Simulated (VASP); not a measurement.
# Sc (Im-3m) in VASP: further runs

Runs on Sc. Level: LDA. Tasks: single point.

Program: VASP 6.6.1. These are calculated values, not measurements. Logs are shortened: lines on timing, memory, paths and dates and some standing lists are left out, and cuts for length are marked.

## 1. The cell of the first run

The structure is cubic, space group Im-3m (No. 229). Conventional cell: a = 3.425 Å, b = 3.425 Å, c = 3.425 Å, α = 90.00°, β = 90.00°, γ = 90.00°. Sc (site symmetry m-3m) has 14 Sc at 2.97 to 3.43 Å within 3.9 Å.

This isn't the form of Sc at room conditions, which is hcp.

## 2. Single point, LDA

Input file INCAR:

```
  PREC = Accurate
  ENCUT = 520
  EDIFF = 1E-6
  ISMEAR = -1
  SIGMA = 0.1
  LREAL = F
  LASPH = T
  NELM = 60
  ALGO = Normal
  ISIF = 2
  LWAVE = F
  LCHARG = F
  GGA = CA
  NBANDS = 12
```

Input file KPOINTS:

```
regular mesh
0
Gamma
  16 16 16
```

Input file POSCAR:

```
Sc
1.0
   -1.7126570131      1.7126570131      1.7126570131
    1.7126570131     -1.7126570131      1.7126570131
    1.7126570131      1.7126570131     -1.7126570131
Sc
1
Direct
    0.0000000000      0.0000000000      0.0000000000
```

Potentials or basis: VASP PAW LDA potentials, release 64 (Sc_sv).

The run is started by

```
> cat potpaw_LDA.64/Sc_sv/POTCAR > POTCAR
> mpirun -np 1 vasp_std > vasp.out
```

OUTCAR:

```text
PREC = Accurate
   ENCUT = 520
   EDIFF = 1E-6
   ISMEAR = -1
   LREAL = F
   LASPH = T
   NELM = 60
   ISIF = 2
   GGA = CA

 ion  position               nearest neighbor table
   1  0.000  0.000  0.000-

  LATTYP: Found a body centered cubic cell.
 ALAT       =     3.4253140262

  Lattice vectors:

 A1 = (  -1.7126570131,   1.7126570131,   1.7126570131)
 A2 = (   1.7126570131,  -1.7126570131,   1.7126570131)
 A3 = (   1.7126570131,   1.7126570131,  -1.7126570131)

Analysis of symmetry for initial positions (statically):
=====================================================================
 Subroutine PRICEL returns:
 Original cell was already a primitive cell.

 Routine SETGRP: Setting up the symmetry group for a
 body centered cubic supercell.

 Subroutine GETGRP returns: Found 48 space group operations
 (whereof 48 operations were pure point group operations)
 out of a pool of 48 trial point group operations.

The static configuration has the point symmetry O_h .

Analysis of symmetry for dynamics (positions and initial velocities):
=====================================================================
 Subroutine PRICEL returns:
 Original cell was already a primitive cell.

 Routine SETGRP: Setting up the symmetry group for a
 body centered cubic supercell.

 Subroutine GETGRP returns: Found 48 space group operations
 (whereof 48 operations were pure point group operations)
 out of a pool of 48 trial point group operations.

The dynamic configuration has the point symmetry O_h .

 Subroutine INISYM returns: Found 48 space group operations
 (whereof 48 operations are pure point group operations),
 and found     1 'primitive' translations

----------------------------------------------------------------------------------------

                                     Primitive cell

  volume of cell :      20.0942

  direct lattice vectors                    reciprocal lattice vectors
    -1.712657013  1.712657013  1.712657013     0.000000000  0.291944036  0.291944036
     1.712657013 -1.712657013  1.712657013     0.291944036  0.000000000  0.291944036
     1.712657013  1.712657013 -1.712657013     0.291944036  0.291944036  0.000000000

  length of vectors
     2.966408963  2.966408963  2.966408963     0.412871215  0.412871215  0.412871215

  position of ions in fractional coordinates (direct lattice)
     0.000000000  0.000000000  0.000000000

  ion indices of the primitive-cell ions
   primitive index   ion index
                 1           1

----------------------------------------------------------------------------------------

 KPOINTS: regular mesh

Automatic generation of k-mesh.
 Grid dimensions read from file:
 generate k-points for:   16   16   16

 Generating k-lattice:

  Cartesian coordinates                     Fractional coordinates (reciprocal lattice)
     0.000000000  0.018246502  0.018246502     0.062500000  0.000000000  0.000000000
     0.018246502  0.000000000  0.018246502     0.000000000  0.062500000  0.000000000
     0.018246502  0.018246502  0.000000000     0.000000000  0.000000000  0.062500000

  Length of vectors
     0.025804451  0.025804451  0.025804451

  Shift w.r.t. Gamma in fractional coordinates (k-lattice)
     0.000000000  0.000000000  0.000000000

 Subroutine IBZKPT returns following result:
 ===========================================

 Found    145 irreducible k-points:

 Following reciprocal coordinates:
            Coordinates               Weight
  0.000000  0.000000  0.000000      1.000000
  0.062500  0.000000  0.000000     12.000000
  0.125000  0.000000  0.000000     12.000000
  0.187500  0.000000  0.000000     12.000000
  0.250000  0.000000  0.000000     12.000000
  0.312500  0.000000  0.000000     12.000000
[... 16 lines left out ...]
  0.187500  0.187500  0.000000     24.000000
  0.250000  0.187500  0.000000     48.000000
 [... further k-points ...]
   k-points           NKPTS =    145   k-points in BZ     NKDIM =    145   number of bands    NBANDS=     12
   number of dos      NEDOS =    301   number of ions     NIONS =      1
   total plane-waves  NPLWV =  13824
   dimension x,y,z NGX =    24 NGY =   24 NGZ =   24
   dimension x,y,z NGXF=    48 NGYF=   48 NGZF=   48
   ions per type =               1
   NGX,Y,Z   is equivalent  to a cutoff of  13.45, 13.45, 13.45 a.u.
   NGXF,Y,Z  is equivalent  to a cutoff of  26.90, 26.90, 26.90 a.u.
 SYSTEM =  unknown system
   PREC   = accura    normal or accurate (medium, high low for compatibility)
   ISTART =      0    job   : 0-new  1-cont  2-samecut
   ICHARG =      2    charge: 1-file 2-atom 10-const
   ISPIN  =      1    spin polarized calculation?
   LNONCOLLINEAR =      F non collinear calculations
   LSORBIT =      F    spin-orbit coupling
   LASPH  =      T    aspherical Exc in radial PAW
   ENCUT  =  520.0 eV  38.22 Ry    6.18 a.u.   5.52  5.52  5.52*2*pi/ulx,y,z
   NELM   =     60;   NELMIN=  2; NELMDL= -5     # of ELM steps
   EDIFF  = 0.1E-05   stopping-criterion for ELM
   LREAL  =      F    real-space projection
   EDIFFG = 0.1E-04   stopping-criterion for IOM
   NSW    =      0    number of steps for IOM
   IBRION =     -1    ionic relax: 0-MD 1-quasi-New 2-CG
   NFREE  =      0    steps in history (QN), initial steepest desc. (CG)
   ISIF   =      2    stress and relaxation
   ISYM   =      2    0-nonsym 1-usesym 2-fastsym
   POTIM  = 0.5000    time-step for ionic-motion
   TEBEG  =    0.0;   TEEND  =   0.0 temperature during run
   PSTRESS=    0.0 pullay stress
   NELECT =      11.0000    total number of electrons
   NUPDOWN=      -1.0000    fix difference up-down
   EMIN   =  10.00;   EMAX   =-10.00  energy-range for DOS
   EFERMI =   0.00;   METHOD = LEGACY
   ISMEAR =    -1;   SIGMA  =   0.10  broadening in eV -4-tet -1-fermi 0-gaus
   EFERMI_NEDOS =   21; number of points for ismear=-14 and -15
   IALGO  =     38    algorithm
   IMIX   =      4    mixing-type and parameters
     AMIX     =   0.40;   BMIX     =  1.00
     AMIX_MAG =   1.60;   BMIX_MAG =  1.00
  volume/ion in A,a.u.               =      20.09       135.60
  Fermi-wavevector in a.u.,A,eV,Ry     =   1.339210  2.530740 24.401821  1.793483
  Thomas-Fermi vector in A             =   2.467620
   LORBIT       =      0    0 simple, 1 ext, 2 COOP (PROOUT), +10 PAW based schemes
   GGA     = CA    functional components
   LHFCALC =     F    Hartree Fock is set to
   AEXX    =    0.0000 exact exchange contribution
   IVDW    =     0    specifies the selected vdW correction
   LEPSILON=     F    determine dielectric tensor
   LRPA    =     F    only Hartree local field effects (RPA)
 non-spin polarized calculation
  energy-cutoff  :      520.00
  volume of cell :       20.09
 maximum number of plane-waves:       556
 NGX is ok and might be reduce to    24
   NGX = 11   NGY = 11   NGZ = 11

 number of electron      11.0000000 magnetization

 Free energy of the ion-electron system (eV)
  ---------------------------------------------------
  ext. energy  EPLUGINS =         0.00000000
  ---------------------------------------------------
  free energy    TOTEN  =        -6.57388970 eV

  energy without entropy =       -6.50304024  energy(sigma->0) =       -6.53846497

 E-fermi :   4.8756     XC(G=0): -11.0184

 val. band max:        4.8707703278   @ k =   0.2500   0.1875   0.1250
 cond. band min:       4.8791024180   @ k =   0.3125   0.1875  -0.0000
 fundamental gap:      0.0083320902
 Fermi energy:         4.8755748628

 k-point     1 :       0.0000    0.0000    0.0000
  band No.  band energies     occupation
      1     -43.5962      2.00000
      2     -22.1560      2.00000
      3     -22.1560      2.00000
      4     -22.1560      2.00000
      5      -0.6418      2.00000
      6       6.5258      0.00000
      7       6.5258      0.00000
      8       6.5258      0.00000
      9       8.3771      0.00000
     10       8.3771      0.00000
     11      20.4392      0.00000
     12      20.4392      0.00000

 k-point     2 :       0.0625    0.0000    0.0000
  band No.  band energies     occupation
      1     -43.5903      2.00000
      2     -22.1882      2.00000
      3     -22.1656      2.00000
      4     -22.1563      2.00000
      5      -0.5139      2.00000
      6       6.4562      0.00000
      7       6.5016      0.00000
      8       6.6276      0.00000
      9       8.2901      0.00000
     10       8.3803      0.00000
     11      20.3755      0.00000
     12      20.4583      0.00000

 k-point     3 :       0.1250    0.0000    0.0000
  band No.  band energies     occupation
      1     -43.5734      2.00000
      2     -22.2791      2.00000
      3     -22.1928      2.00000
      4     -22.1570      2.00000
      5      -0.1427      2.00000
      6       6.2648      0.00000
      7       6.3928      0.00000
      8       6.9266      0.00000
      9       8.1144      0.00000
     10       8.3943      0.00000
     11      20.0550      0.00000
     12      20.3843      0.00000

 k-point     4 :       0.1875    0.0000    0.0000
  band No.  band energies     occupation
      1     -43.5479      2.00000
      2     -22.4127      2.00000
      3     -22.2331      2.00000
      4     -22.1582      2.00000
      5       0.4329      2.00000
      6       5.9950      0.00003
      7       6.1418      0.00001
      8       7.4026      0.00000
      9       8.0202      0.00000
     10       8.4293      0.00000
     11      19.2601      0.00000
     12      19.9433      0.00000

 k-point     5 :       0.2500    0.0000    0.0000
  band No.  band energies     occupation
      1     -43.5178      2.00000
      2     -22.5670      2.00000
      3     -22.2803      2.00000
      4     -22.1597      2.00000
      5       1.1407      2.00000
      6       5.6988      0.00053
      7       5.8065      0.00018
      8       8.0185      0.00000
      9       8.0703      0.00000
     10       8.4934      0.00000
     11      18.0122      0.00000
     12      19.1454      0.00000
[... 228 lines left out ...]
      1     -43.4383      2.00000
      2     -22.8915      2.00000
      3     -22.4303      2.00000
      4     -22.2034      2.00000
      5       3.0154      2.00000
      6       5.0418      0.31899
      7       5.4826      0.00461
      8       8.2750      0.00000
      9       8.8946      0.00000
     10      10.3422      0.00000
     11      14.1543      0.00000
     12      16.8182      0.00000

 k-point    22 :       0.4375    0.1250    0.0000
  band No.  band energies     occupation
      1     -43.4327      2.00000
      2     -22.9144      2.00000
      3     -22.4424      2.00000
      4     -22.2040      2.00000
      5       3.0831      2.00000
      6       5.0127      0.40486
      7       5.5936      0.00152
      8       8.2952      0.00000
      9       8.9458      0.00000
     10      10.5682      0.00000
     11      13.7376      0.00000
     12      16.6570      0.00000

 k-point    23 :       0.1875    0.1875    0.0000
  band No.  band energies     occupation
      1     -43.4806      2.00000
      2     -22.7001      2.00000
      3     -22.3422      2.00000
      4     -22.2130      2.00000
      5       2.1443      2.00000
      6       5.2055      0.07120
      7       5.5081      0.00358
      8       7.9108      0.00000
      9       8.7639      0.00000
     10       9.0774      0.00000
     11      17.2666      0.00000
     12      17.4749      0.00000

 k-point    24 :       0.2500    0.1875    0.0000
  band No.  band energies     occupation
      1     -43.4567      2.00000
      2     -22.7800      2.00000
      3     -22.4076      2.00000
      4     -22.2233      2.00000
      5       2.8120      2.00000
      6       4.9435      0.67295
      7       5.3704      0.01410
      8       8.0449      0.00000
      9       8.8246      0.00000
     10       9.8320      0.00000
     11      15.8901      0.00000
     12      16.7704      0.00000

 [... further k-points ...]

------------------------ aborting loop because EDIFF is reached ----------------------------------------

  FORCE on cell =-STRESS in cart. coord.  units (eV):
  Direction    XX          YY          ZZ          XY          YZ          ZX
  --------------------------------------------------------------------------------------
  -------------------------------------------------------------------------------------
  Total        1.1198748      1.1198748      1.1198748      0.0000000     -0.0000000      0.0000000
  in kB       89.2912419     89.2912419     89.2912419      0.0000000     -0.0000000      0.0000000
  external PRESSURE =      89.2912419 kB  Pullay stress =       0.0000000 kB

 VOLUME and BASIS-vectors are now :
 -----------------------------------------------------------------------------
  energy-cutoff  :      520.00
  volume of cell :       20.09
      direct lattice vectors                 reciprocal lattice vectors
    -1.712657013  1.712657013  1.712657013     0.000000000  0.291944036  0.291944036
     1.712657013 -1.712657013  1.712657013     0.291944036  0.000000000  0.291944036
     1.712657013  1.712657013 -1.712657013     0.291944036  0.291944036  0.000000000

 POSITION                                       TOTAL-FORCE (eV/Angst)
 -----------------------------------------------------------------------------------
      0.00000      0.00000      0.00000        -0.000000     -0.000000     -0.000000
 -----------------------------------------------------------------------------------
    total drift:                               -0.000000      0.000000      0.000000

  FREE ENERGIE OF THE ION-ELECTRON SYSTEM (eV)
  ---------------------------------------------------
  free  energy   TOTEN  =        -6.5738897043 eV

  energy  without entropy=       -6.5030402439  energy(sigma->0) =       -6.53846497
```

It took 10 s on 1 thread of Intel Xeon 6975P-C (Granite Rapids), shared host; peak memory 0.15 GiB.

Results:

| Quantity | Value |
| --- | --- |
| Free energy | -6.5739 eV |
| Pressure | 8.9 GPa |
| Band gap on the k mesh | zero (an odd number of electrons rules out a gap without spin polarisation) |

Caveat: the cell stands under pressure.

## 3. Single point, LDA

Input file INCAR:

```
SYSTEM = Sc
  PREC = Accurate
  ENCUT = 520
  EDIFF = 1E-6
  ISMEAR = -1
  SIGMA = 0.1
  LREAL = .FALSE.
  LASPH = .TRUE.
  NELM = 100
  ALGO = Normal
  ISIF = 2
  LWAVE = .FALSE.
  LCHARG = .FALSE.
  GGA = CA
  NBANDS = 12
```

Input file KPOINTS:

```
Automatic mesh
0
G
  16 16 16
  0 0 0
```

POSCAR is that of step 2.

Potentials or basis: VASP PAW LDA potentials, release 64 (Sc_sv).

The run is started by

```
> cat potpaw_LDA.64/Sc_sv/POTCAR > POTCAR
> mpirun -np 1 vasp_std > vasp.out
```

It took 8.7 s on 1 thread of Intel Xeon 6975P-C (Granite Rapids), shared host; peak memory 0.15 GiB.

Results (log left out):

```
Free energy            : -6.5739 eV
Pressure               : 8.9 GPa
Band gap on the k mesh : zero (an odd number of electrons rules out a gap without spin polarisation)
```

Levels at points of the mesh, in eV from the Fermi level:
```csv
k point,band 3,band 4,band 5,band 6,band 7,band 8
"(0.00, 0.00, 0.00)",-27.03,-27.03,-5.52,1.65,1.65,1.65
"(0.50, 0.00, 0.00)",-27.28,-27.04,-2.12,0.14,1.11,3.50
"(0.50, 0.50, 0.50)",-27.57,-27.57,-1.74,-1.74,4.84,4.84
```

Caveat: the cell stands under pressure.
